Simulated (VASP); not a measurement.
# C (R-3m) in VASP: further runs

The runs below take C through single point, with PBE.

All numbers are computed with VASP 6.6.1; they aren't measurements. Logs are shortened: lines on timing, memory, paths and dates and some standing lists are left out, and cuts for length are marked.

### Step 1. The cell of the first run

Symmetry: R-3m, No. 166, trigonal system. The conventional cell has a = 2.843 Å, b = 2.843 Å, c = 6.964 Å, α = 90.00°, β = 90.00°, γ = 120.00°. C (site symmetry 3m) has 1 C at 1.01 Å within 1.4 Å.

### Step 2. Single point, PBE (shortest bond scaled by 0.58)

INCAR reads:

```
SYSTEM = C
  PREC = Accurate
  ENCUT = 520
  EDIFF = 1E-7
  ISMEAR = -1
  SIGMA = 0.05
  LREAL = .FALSE.
  LASPH = .TRUE.
  NELM = 60
  ALGO = Normal
  ISIF = 2
  LWAVE = .FALSE.
  LCHARG = .TRUE.
  GGA = PE
  LELF = .TRUE.
  LVHAR = .TRUE.
  NBANDS = 11
```

KPOINTS reads:

```
regular mesh
0
G
  13 13 13
  0 0 0
```

POSCAR reads:

```
C
1.0
    0.0000000000      2.0103628793      2.0103628793
    2.0103628793      0.0000000000      2.0103628793
    2.0103628793      2.0103628793      0.0000000000
C
2
Direct
   -0.2825000000     -0.0725000000     -0.0725000000
    0.2825000000      0.0725000000      0.0725000000
```

Potentials or basis: VASP PAW PBE potentials, release 64 (C).

Started as:

```console
> cat potpaw_PBE.64/C/POTCAR > POTCAR
> mpirun -np 1 vasp_std > vasp.out
```

OUTCAR:

```text
SYSTEM = C
   PREC = Accurate
   ENCUT = 520
   EDIFF = 1E-7
   ISMEAR = -1
   LREAL = .FALSE.
   LASPH = .TRUE.
   NELM = 60
   ISIF = 2
   GGA = PE

 ion  position               nearest neighbor table
   1  0.718  0.928  0.928-   2 1.01
   2  0.282  0.072  0.072-   1 1.01

 -----------------------------------------------------------------------------
|                                                                             |
|           W    W    AA    RRRRR   N    N  II  N    N   GGGG   !!!           |
|           W    W   A  A   R    R  NN   N  II  NN   N  G    G  !!!           |
|           W    W  A    A  R    R  N N  N  II  N N  N  G       !!!           |
|           W WW W  AAAAAA  RRRRR   N  N N  II  N  N N  G  GGG   !            |
|           WW  WW  A    A  R   R   N   NN  II  N   NN  G    G                |
|           W    W  A    A  R    R  N    N  II  N    N   GGGG   !!!           |
|                                                                             |
|     The distance between some ions is very small. Please check the          |
|     nearest-neighbor list in the OUTCAR file.                               |
|     I HOPE YOU KNOW WHAT YOU ARE DOING!                                     |
|                                                                             |
 -----------------------------------------------------------------------------

  LATTYP: Found a face centered cubic cell.
 ALAT       =     4.0207257586

  Lattice vectors:

 A1 = (   0.0000000000,   2.0103628793,   2.0103628793)
 A2 = (   2.0103628793,   0.0000000000,   2.0103628793)
 A3 = (   2.0103628793,   2.0103628793,   0.0000000000)

Analysis of symmetry for initial positions (statically):
=====================================================================
 Subroutine PRICEL returns:
 Original cell was already a primitive cell.

 Routine SETGRP: Setting up the symmetry group for a
 face centered cubic supercell.

 Subroutine GETGRP returns: Found 12 space group operations
 (whereof  4 operations were pure point group operations)
 out of a pool of 48 trial point group operations.

The static configuration has the point symmetry C_2h.
 The point group associated with its full space group is D_3d.

Analysis of symmetry for dynamics (positions and initial velocities):
=====================================================================
 Subroutine PRICEL returns:
 Original cell was already a primitive cell.

 Routine SETGRP: Setting up the symmetry group for a
 face centered cubic supercell.

 Subroutine GETGRP returns: Found 12 space group operations
 (whereof  4 operations were pure point group operations)
 out of a pool of 48 trial point group operations.

The dynamic configuration has the point symmetry C_2h.
 The point group associated with its full space group is D_3d.

 Subroutine INISYM returns: Found 12 space group operations
 (whereof  4 operations are pure point group operations),
 and found     1 'primitive' translations

----------------------------------------------------------------------------------------

                                     Primitive cell

  volume of cell :      16.2500

  direct lattice vectors                    reciprocal lattice vectors
     0.000000000  2.010362879  2.010362879    -0.248711317  0.248711317  0.248711317
     2.010362879  0.000000000  2.010362879     0.248711317 -0.248711317  0.248711317
     2.010362879  2.010362879  0.000000000     0.248711317  0.248711317 -0.248711317

  length of vectors
     2.843082449  2.843082449  2.843082449     0.430780638  0.430780638  0.430780638

  position of ions in fractional coordinates (direct lattice)
     0.717500000  0.927500000  0.927500000
     0.282500000  0.072500000  0.072500000

  ion indices of the primitive-cell ions
   primitive index   ion index
                 1           1
                 2           2

----------------------------------------------------------------------------------------

 KPOINTS: regular mesh

Automatic generation of k-mesh.
 Grid dimensions read from file:
 generate k-points for:   13   13   13

 Generating k-lattice:

  Cartesian coordinates                     Fractional coordinates (reciprocal lattice)
    -0.019131640  0.019131640  0.019131640     0.076923077  0.000000000  0.000000000
     0.019131640 -0.019131640  0.019131640     0.000000000  0.076923077  0.000000000
     0.019131640  0.019131640 -0.019131640     0.000000000  0.000000000  0.076923077

  Length of vectors
     0.033136972  0.033136972  0.033136972

  Shift w.r.t. Gamma in fractional coordinates (k-lattice)
     0.000000000  0.000000000  0.000000000

 Subroutine IBZKPT returns following result:
 ===========================================

 Found    231 irreducible k-points:

 Following reciprocal coordinates:
            Coordinates               Weight
  0.000000  0.000000  0.000000      1.000000
  0.076923  0.000000  0.000000      2.000000
  0.000000  0.076923  0.000000      6.000000
  0.153846  0.000000  0.000000      2.000000
  0.000000  0.153846  0.000000      6.000000
  0.230769  0.000000  0.000000      2.000000
[... 16 lines left out ...]
  0.076923  0.000000  0.307692      6.000000
  0.384615  0.076923  0.000000      6.000000
 [... further k-points ...]
   k-points           NKPTS =    231   k-points in BZ     NKDIM =    231   number of bands    NBANDS=     11
   number of dos      NEDOS =    301   number of ions     NIONS =      2
   total plane-waves  NPLWV =  13824
   dimension x,y,z NGX =    24 NGY =   24 NGZ =   24
   dimension x,y,z NGXF=    48 NGYF=   48 NGZF=   48
   ions per type =               2
   NGX,Y,Z   is equivalent  to a cutoff of  14.03, 14.03, 14.03 a.u.
   NGXF,Y,Z  is equivalent  to a cutoff of  28.07, 28.07, 28.07 a.u.
 SYSTEM =  C
   PREC   = accura    normal or accurate (medium, high low for compatibility)
   ISTART =      0    job   : 0-new  1-cont  2-samecut
   ICHARG =      2    charge: 1-file 2-atom 10-const
   ISPIN  =      1    spin polarized calculation?
   LNONCOLLINEAR =      F non collinear calculations
   LSORBIT =      F    spin-orbit coupling
   LASPH  =      T    aspherical Exc in radial PAW
   ENCUT  =  520.0 eV  38.22 Ry    6.18 a.u.   5.29  5.29  5.29*2*pi/ulx,y,z
   NELM   =     60;   NELMIN=  2; NELMDL= -5     # of ELM steps
   EDIFF  = 0.1E-06   stopping-criterion for ELM
   LREAL  =      F    real-space projection
   EDIFFG = 0.1E-05   stopping-criterion for IOM
   NSW    =      0    number of steps for IOM
   IBRION =     -1    ionic relax: 0-MD 1-quasi-New 2-CG
   NFREE  =      0    steps in history (QN), initial steepest desc. (CG)
   ISIF   =      2    stress and relaxation
   ISYM   =      2    0-nonsym 1-usesym 2-fastsym
   POTIM  = 0.5000    time-step for ionic-motion
   TEBEG  =    0.0;   TEEND  =   0.0 temperature during run
   PSTRESS=    0.0 pullay stress
   NELECT =       8.0000    total number of electrons
   NUPDOWN=      -1.0000    fix difference up-down
   EMIN   =  10.00;   EMAX   =-10.00  energy-range for DOS
   EFERMI =   0.00;   METHOD = LEGACY
   ISMEAR =    -1;   SIGMA  =   0.05  broadening in eV -4-tet -1-fermi 0-gaus
   EFERMI_NEDOS =   21; number of points for ismear=-14 and -15
   IALGO  =     38    algorithm
   IMIX   =      4    mixing-type and parameters
     AMIX     =   0.40;   BMIX     =  1.00
     AMIX_MAG =   1.60;   BMIX_MAG =  1.00
  volume/ion in A,a.u.               =       8.13        54.83
  Fermi-wavevector in a.u.,A,eV,Ry     =   1.292668  2.442789 22.735211  1.670991
  Thomas-Fermi vector in A             =   2.424362
   LORBIT       =      0    0 simple, 1 ext, 2 COOP (PROOUT), +10 PAW based schemes
   GGA     = PE    functional components
   LHFCALC =     F    Hartree Fock is set to
   AEXX    =    0.0000 exact exchange contribution
   IVDW    =     0    specifies the selected vdW correction
   LEPSILON=     F    determine dielectric tensor
   LRPA    =     F    only Hartree local field effects (RPA)
 non-spin polarized calculation
  energy-cutoff  :      520.00
  volume of cell :       16.25
 maximum number of plane-waves:       449
 NGX is ok and might be reduce to    24
   NGX = 11   NGY = 11   NGZ = 11

 number of electron       7.9999999 magnetization

 Free energy of the ion-electron system (eV)
  ---------------------------------------------------
  ext. energy  EPLUGINS =         0.00000000
  ---------------------------------------------------
  free energy    TOTEN  =        -8.26080951 eV

  energy without entropy =       -8.25569201  energy(sigma->0) =       -8.25825076

 E-fermi :   3.2591     XC(G=0): -11.2375

 val. band max:        3.2447452580   @ k =   0.0769   0.4615   0.1538
 cond. band min:       3.3400155195   @ k =   0.0000  -0.3846   0.3846
 fundamental gap:      0.0952702614
 Fermi energy:         3.2590885730

 k-point     1 :       0.0000    0.0000    0.0000
  band No.  band energies     occupation
      1     -13.4815      2.00000
      2      -1.7519      2.00000
      3       3.1299      1.85957
      4       3.1299      1.85957
      5       8.4734      0.00000
      6      11.5834      0.00000
      7      11.5834      0.00000
      8      19.5843      0.00000
      9      21.4359      0.00000
     10      26.1594      0.00000
     11      26.1594      0.00000

 k-point     2 :       0.0769    0.0000    0.0000
  band No.  band energies     occupation
      1     -13.3901      2.00000
      2      -1.9320      2.00000
      3       2.9855      1.99162
      4       2.9855      1.99162
      5       8.5169      0.00000
      6      11.8874      0.00000
      7      11.8874      0.00000
      8      18.5229      0.00000
      9      22.5926      0.00000
     10      25.0604      0.00000
     11      25.0604      0.00000
[... 295 lines left out ...]
 k-point    24 :       0.3846    0.0769    0.0000
  band No.  band energies     occupation
      1     -11.7661      2.00000
      2      -4.5397      2.00000
      3       1.2859      2.00000
      4       1.5938      2.00000
      5       8.8663      0.00000
      6      14.1890      0.00000
      7      15.0125      0.00000
      8      15.8302      0.00000
      9      21.3718      0.00000
     10      23.2196      0.00000
     11      24.8934      0.00000

 [... further k-points ...]
[... 5 lines left out ...]
  --------------------------------------------------------------------------------------
  -------------------------------------------------------------------------------------
  Total       12.0474124     12.0474124     12.0474124    -12.6472396     12.6472396    -12.6472396
  in kB     1187.8209890   1187.8209890   1187.8209890  -1246.9612700   1246.9612700  -1246.9612700
  external PRESSURE =    1187.8209890 kB  Pullay stress =       0.0000000 kB

 VOLUME and BASIS-vectors are now :
 -----------------------------------------------------------------------------
  energy-cutoff  :      520.00
  volume of cell :       16.25
      direct lattice vectors                 reciprocal lattice vectors
     0.000000000  2.010362879  2.010362879    -0.248711317  0.248711317  0.248711317
     2.010362879  0.000000000  2.010362879     0.248711317 -0.248711317  0.248711317
     2.010362879  2.010362879  0.000000000     0.248711317  0.248711317 -0.248711317

 POSITION                                       TOTAL-FORCE (eV/Angst)
 -----------------------------------------------------------------------------------
      3.72922      3.30705      3.30705       -25.738796     25.738796     25.738796
      0.29150      0.71368      0.71368        25.738796    -25.738796    -25.738796
 -----------------------------------------------------------------------------------
    total drift:                               -0.000000     -0.000000      0.000000

  FREE ENERGIE OF THE ION-ELECTRON SYSTEM (eV)
  ---------------------------------------------------
  free  energy   TOTEN  =        -8.2608095143 eV

  energy  without entropy=       -8.2556920117  energy(sigma->0) =       -8.25825076
```

It took 90 s on 1 thread of AMD EPYC 7R13, shared host; peak memory 0.12 GiB.

What came out:

* Free energy: -8.2608 eV
* Pressure: 118.8 GPa
* Largest force: 44.581 eV/Å
* Band gap on the k mesh: zero (band 4 reaches 3.36 eV, above the bottom of band 5 at 2.96 eV)

Forces on the atoms (eV/Å):
```
C   -25.739  25.739  25.739
C    25.739 -25.739 -25.739
```

Levels at points of the mesh, in eV from the Fermi level:
| k point | band 1 | band 2 | band 3 | band 4 | band 5 | band 6 | band 7 | band 8 | band 9 |
| --- | --- | --- | --- | --- | --- | --- | --- | --- | --- |
| (0.00, 0.00, 0.00) | -16.74 | -5.01 | -0.13 | -0.13 | 5.21 | 8.32 | 8.32 | 16.33 | 18.18 |

Caveat: the cell differs from its parent crystal (shortest bond scaled by 0.58); forces of over 1 eV/Å act on the atoms, so gaps and moduli don't describe the material at rest.

### Step 3. Single point, PBE (shortest bond scaled by 0.58, partial waves polarizable)

INCAR reads:

```
ALGO     = Normal         # electronic algorithm
EDIFF    = 1E-6           # SCF threshold, eV
ENCUT    = 520            # plane-wave cutoff, eV
GGA      = PE             # functional
ISIF     = 2              # what is computed and relaxed
ISMEAR   = -1             # smearing method
LASPH    = T              # aspherical terms in the spheres
LCHARG   = F              # write CHGCAR
LREAL    = F              # projectors in reciprocal space
LWAVE    = F              # write WAVECAR
NBANDS   = 11             # bands
NELM     = 100            # most SCF steps
PREC     = Accurate       # precision mode
SIGMA    = 0.05           # smearing width, eV
```

KPOINTS reads:

```
k-points
0
Gamma
  13 13 13
```

POSCAR is that of step 2.

Potentials or basis: VASP PAW PBE potentials, release 64 (C).

Started as:

```console
> cat potpaw_PBE.64/C/POTCAR > POTCAR
> mpirun -np 1 vasp_std > vasp.out
```

It took 92 s on 1 thread of AMD EPYC 7R13, shared host; peak memory 0.12 GiB.

The run converged. Its results:

```yaml
Free_energy: -8.2608 eV
Pressure: 118.8 GPa
Largest_force: 44.580 eV/Å
Band_gap_on_the_k_mesh: zero (band 4 reaches 3.36 eV, above the bottom of band 5 at 2.96 eV)
```

Forces on the atoms (eV/Å):
```
C   -25.738  25.738  25.738
C    25.738 -25.738 -25.738
```

Stress tensor (GPa, compression positive):
```
 118.78 -124.70 -124.70
-124.70  118.78  124.70
-124.70  124.70  118.78
```

Levels at points of the mesh, in eV from the Fermi level:
| k point | band 1 | band 2 | band 3 | band 4 | band 5 | band 6 | band 7 | band 8 | band 9 |
| --- | --- | --- | --- | --- | --- | --- | --- | --- | --- |
| (0.00, 0.00, 0.00) | -16.74 | -5.01 | -0.13 | -0.13 | 5.21 | 8.32 | 8.32 | 16.33 | 18.18 |

Caveat: the cell differs from its parent crystal (shortest bond scaled by 0.58, partial waves polarizable); forces of over 1 eV/Å act on the atoms, so gaps and moduli don't describe the material at rest.
